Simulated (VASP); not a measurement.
Wanted: the native input for a VASP 6.6.1 run.

```yaml
Task: electric field gradients
Functional: PBEsol
Potentials_or_basis: VASP PAW PBE potentials, release 64 (Na_pv)
Cutoff: 520 eV
k_mesh: 12 × 12 × 12
Occupations: fermi-dirac, width 0.05 eV
Spin: no spin polarisation
Dipole_correction: no
Further_INCAR_settings: ALGO = Normal; EDIFF = 1e-08; NBANDS = 10
```

The structure of Na lies in POSCAR:

```
Na
1.0
   -2.0963250000      2.0963250000      2.1175000000
    2.0963250000     -2.0963250000      2.1175000000
    2.0963250000      2.0963250000     -2.1175000000
Na
1
Direct
    0.0000000000      0.0000000000      0.0000000000
```

This cell differs from its parent crystal: equal xx and yy strain of -1 %.

One way to write it, as run:

INCAR

```
SYSTEM = Na
  PREC = Accurate
  ENCUT = 520
  EDIFF = 1E-8
  ISMEAR = -1
  SIGMA = 0.05
  LREAL = .FALSE.
  LASPH = .TRUE.
  NELM = 80
  ALGO = Normal
  ISIF = 2
  LWAVE = .FALSE.
  LCHARG = .FALSE.
  GGA = PS
  LEFG = .TRUE.
  NBANDS = 10
```

KPOINTS

```
regular mesh
0
G
  12 12 12
  0 0 0
```

Potentials or basis: VASP PAW PBE potentials, release 64 (Na_pv).

Launch:

```sh
$ cat potpaw_PBE.64/Na_pv/POTCAR > POTCAR
$ mpirun -np 1 vasp_std > vasp.out
```

Results of the run:

The pressure is -0.2 GPa and the band gap on the k mesh is zero (an odd number of electrons rules out a gap without spin polarisation). The largest electric field gradient by atom is Na -0.06 V/Å².

Caveat: the cell differs from its parent crystal (equal xx and yy strain of -1 %); without QUAD_EFG the Cq values of the log hold for a quadrupole moment of 1 mb, not for the nuclei; the PAW data sets were made with another functional, which shifts forces and pressure a little.

Wall time 15 s on 1 thread of Intel(R) Xeon(R) 6975P-C (Granite Rapids), with other jobs on the host, peak memory 0.18 GiB.
